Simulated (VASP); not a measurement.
# AlN (sol) (P6_3/mmc) in VASP: notebook, part 2 of 2

VASP 6.6.1. The steps go on from the part before.

**4. Relaxation of cell and atoms, PBEsol**

Input file INCAR:

```
PREC = Accurate
ENCUT = 600
EDIFF = 1E-7
ISMEAR = 0
SIGMA = 0.02
LREAL = F
LASPH = T
NELM = 120
ALGO = Normal
ISIF = 3
LWAVE = F
LCHARG = F
GGA = PS
IBRION = 2
NSW = 100
EDIFFG = -0.002
GGA_COMPAT = F
NELMIN = 4
```

Input file KPOINTS:

```
Automatic mesh
0
Gamma
  9 9 6
```

Input file POSCAR:

```
AlN
1.0
    3.3009012253      0.0000000000      0.0000000000
   -1.6504506127      2.8586643165      0.0000000000
    0.0000000000      0.0000000000      4.1421547432
Al N
2 2
Direct
    0.3333333333      0.6666666667      0.0000000000
    0.6666666667      0.3333333333      0.5000000000
    0.3333333333      0.6666666667      0.5000000000
    0.6666666667      0.3333333333      1.0000000000
```

Potentials or basis: VASP PAW PBE potentials, release 64 (Al, N).

Started as:

```console
$ cat potpaw_PBE.64/Al/POTCAR potpaw_PBE.64/N/POTCAR > POTCAR
$ mpirun -np 1 vasp_std > vasp.out
```

OUTCAR:

```text
PREC = Accurate
   ENCUT = 600
   EDIFF = 1E-7
   ISMEAR = 0
   LREAL = F
   LASPH = T
   NELM = 120
   ISIF = 3
   GGA = PS
   IBRION = 2
   NSW = 100
   EDIFFG = -0.002
   NELMIN = 4

 ion  position               nearest neighbor table
   1  0.333  0.667  0.000-   4 1.91   4 1.91   4 1.91   3 2.07   3 2.07   2 2.81   2 2.81   2 2.81
                             2 2.81   2 2.81   2 2.81
   2  0.667  0.333  0.500-   3 1.91   3 1.91   3 1.91   4 2.07   4 2.07   1 2.81   1 2.81   1 2.81
                             1 2.81   1 2.81   1 2.81
   3  0.333  0.667  0.500-   2 1.91   2 1.91   2 1.91   1 2.07   1 2.07
   4  0.667  0.333  0.000-   1 1.91   1 1.91   1 1.91   2 2.07   2 2.07

  LATTYP: Found a hexagonal cell.
 ALAT       =     3.3009012253
 C/A-ratio  =     1.2548557077

  Lattice vectors:

 A1 = (   3.3009012253,   0.0000000000,   0.0000000000)
 A2 = (  -1.6504506127,   2.8586643165,   0.0000000000)
[... 352 lines left out ...]

 k-point     1 :       0.0000    0.0000    0.0000
  band No.  band energies     occupation
      1      -8.8491      2.00000
      2      -5.0395      2.00000
      3       1.0463      2.00000
      4       4.7041      2.00000
      5       4.7041      2.00000
      6       6.4317      2.00000
      7       6.4317      2.00000
      8       8.0360      2.00000
      9      11.3805      0.00000
     10      12.5221      0.00000
     11      16.2539      0.00000
     12      16.2539      0.00000
[... 331 lines left out ...]
 k-point    24 :       0.3333    0.3333    0.1667
  band No.  band energies     occupation
      1      -6.1750      2.00000
      2      -6.1750      2.00000
      3       1.3726      2.00000
      4       2.4218      2.00000
      5       2.4218      2.00000
      6       5.0243      2.00000
      7       5.4360      2.00000
      8       5.4360      2.00000
      9      13.7274      0.00000
     10      14.2216      0.00000
     11      16.9609      0.00000
     12      16.9609      0.00000

 [... further k-points ...]
[... 5 lines left out ...]
  --------------------------------------------------------------------------------------
  -------------------------------------------------------------------------------------
  Total        0.0048643      0.0048643     -0.0045529     -0.0000000      0.0000000     -0.0000000
  in kB        0.1995547      0.1995547     -0.1867800     -0.0000000      0.0000000     -0.0000000
  external PRESSURE =       0.0707765 kB  Pullay stress =       0.0000000 kB
[... 19 lines left out ...]
  FREE ENERGIE OF THE ION-ELECTRON SYSTEM (eV)
  ---------------------------------------------------
  free  energy   TOTEN  =       -30.9491553463 eV

  energy  without entropy=      -30.9491553463  energy(sigma->0) =      -30.94915535

 reached required accuracy - stopping structural energy minimisation
```

OSZICAR:

```text
N       E                     dE             d eps       ncg     rms          rms(c)
DAV:   1     0.590583533389E+02    0.59058E+02   -0.83624E+03  1152   0.135E+03
DAV:   2    -0.307155881783E+02   -0.89774E+02   -0.80897E+02  1676   0.245E+02
DAV:   3    -0.351662363041E+02   -0.44506E+01   -0.44264E+01  1520   0.622E+01
[... 32 lines left out ...]
       N       E                     dE             d eps       ncg     rms          rms(c)
DAV:   1    -0.309491603678E+02   -0.93679E-05   -0.38060E-04  1228   0.178E-01    0.127E-02
DAV:   2    -0.309491571419E+02    0.32259E-05   -0.49756E-06  1424   0.224E-02    0.733E-03
DAV:   3    -0.309491553413E+02    0.18006E-05   -0.23294E-06  1308   0.136E-02    0.524E-04
DAV:   4    -0.309491553463E+02   -0.50363E-08   -0.14319E-07   832   0.366E-03
   5 F= -.30949155E+02 E0= -.30949155E+02  d E =-.435146E-05
```

Wall time 1.9 min (1 thread of Intel Xeon Platinum 8259CL at 2.50GHz (Skylake/Cascade Lake), shared host); peak memory 0.17 GiB.

What came out:

```yaml
Free_energy: -30.9492 eV
Relaxed_volume: 9.76 Å³/atom
Relaxed_cell: a = 3.301 Å, b = 3.301 Å, c = 4.139 Å, α = 90.00°, β = 90.00°, γ = 120.00°
Space_group_after_relaxing_to_0.05_Å: P6_3/mmc (No. 194)
Energy_gained_by_relaxing: 0.0 meV/atom
Ionic_steps: 5
Pressure_after_relaxing: 0.0 GPa
Band_gap_on_the_k_mesh: 3.34 eV, direct
```

Final structure:
```yaml
crystal:
  lattice:
    - [3.30069, 0.00000, 0.00000]
    - [-1.65035, 2.85848, 0.00000]
    - [0.00000, 0.00000, 4.13934]
  atoms:
    - { symbol: Al, position: [0.33333, 0.66667, 0.00000] }
    - { symbol: Al, position: [0.66667, 0.33333, 0.50000] }
    - { symbol: N, position: [0.33333, 0.66667, 0.50000] }
    - { symbol: N, position: [0.66667, 0.33333, 0.00000] }
```

Levels at points of the mesh, in eV from the valence-band top:
```tsv
k point	band 4	band 5	band 6	band 7	band 8	band 9	band 10	band 11	band 12
(0.00, 0.00, 0.00)	-3.33	-3.33	-1.60	-1.60	0.00	3.34	4.49	8.22	8.22
(0.00, 0.00, 0.50)	-3.74	-2.51	-2.51	-2.51	-2.51	5.70	5.70	8.38	8.38
```

Caveat: the PAW data sets were made with another functional, which shifts forces and pressure a little.

**5. The runs side by side**

```tsv
task	cell	k mesh	smearing	gap on the mesh (eV)	pressure (GPa)
single point	a = 3.301, b = 3.301, c = 4.142 Å, angles 90.0, 90.0, 120.0°, 4 atoms	9 × 9 × 4	gaussian 0.1 eV	3.34	-0.1
single point	a = 3.302, b = 3.302, c = 4.141 Å, angles 90.0, 90.0, 120.0°, 4 atoms	9 × 9 × 6	gaussian 0.02 eV	3.34	-0.2
relaxation of cell and atoms	relaxed from a = 3.301, b = 3.301, c = 4.142 Å, angles 90.0, 90.0, 120.0°, 4 atoms	9 × 9 × 6	gaussian 0.02 eV	3.34	0.0
```

Alike in all rows: level PBEsol; potentials or basis VASP PAW PBE potentials, release 64 (Al, N); no spin polarisation; cutoff (eV) 600.

Caveats: the PAW data sets were made with another functional, which shifts forces and pressure a little.

Absolute energies hang on the potentials; compare differences alone.
